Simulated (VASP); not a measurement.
# Ge2BiO2: single point with PBE

The system is Ge2BiO2.

```
Ge Bi O
1.0
     4.08761    0.00000    0.00000
     0.00000    4.08761    0.00000
     0.00000    0.00000    5.63364
Ge Bi O
2 1 2
Direct
  0.50000 0.00000 0.10575
  0.00000 0.50000 0.10575
  0.50000 0.50000 0.61621
  0.50000 0.00000 0.44065
  0.00000 0.50000 0.44065
```

The cell was built from a structure type or drawn by symmetry, and may not be a known phase.

```json
{"Program": "VASP 6.6.1", "Task": "single point", "Functional": "PBE", "Potentials or basis": "VASP PAW PBE potentials, release 64 (Ge_d, Bi_d, O)", "Cutoff": "520 eV", "k mesh": "6 × 6 × 4", "Occupations": "gaussian, width 0.1 eV", "Spin": "no spin polarisation", "Dipole correction": "no", "Further INCAR settings": "ALGO = Normal; EDIFF = 1e-06; NBANDS = 36"}
```

- Pressure: 0.1 GPa
- Largest force: 0.045 eV/Å
- Band gap on the k mesh: zero (an odd number of electrons rules out a gap without spin polarisation)

Forces on the atoms (eV/Å):
```
Ge   0.000  0.000 -0.026
Ge   0.000  0.000 -0.026
Bi   0.000  0.000  0.045
O    0.000  0.000  0.003
O    0.000  0.000  0.003
```

Levels at points of the mesh, in eV from the Fermi level:
```tsv
k point	band 24	band 25	band 26	band 27	band 28	band 29	band 30	band 31	band 32	band 33
(0.00, 0.00, 0.00)	-3.15	-3.15	-2.37	-0.75	-0.75	-0.65	3.14	3.14	3.79	4.62
(0.50, 0.00, 0.00)	-3.74	-3.71	-2.91	1.20	1.27	1.30	1.55	1.84	3.11	3.64
(0.50, 0.50, 0.00)	-4.68	-3.66	-3.52	-2.48	-2.31	2.82	2.82	3.36	4.30	4.65
(0.00, 0.00, 0.50)	-3.16	-3.16	-1.78	-1.34	-1.34	-0.19	2.28	4.21	4.21	5.22
(0.50, 0.00, 0.50)	-3.82	-3.69	-3.59	0.16	0.48	1.36	1.40	2.09	2.12	4.70
(0.50, 0.50, 0.50)	-3.90	-3.52	-2.83	-2.31	-1.39	0.22	0.22	3.93	5.28	6.83
```

Run time: 39 s on 1 thread of Intel(R) Xeon(R) 6975P-C (Granite Rapids), with other jobs on the host, peak memory 0.24 GiB.

Caveat: spin-orbit coupling is left out, which moves the levels of the heavy elements; an odd number of electrons without spin polarisation forces a metal; a magnetic or distorted state may lie lower.
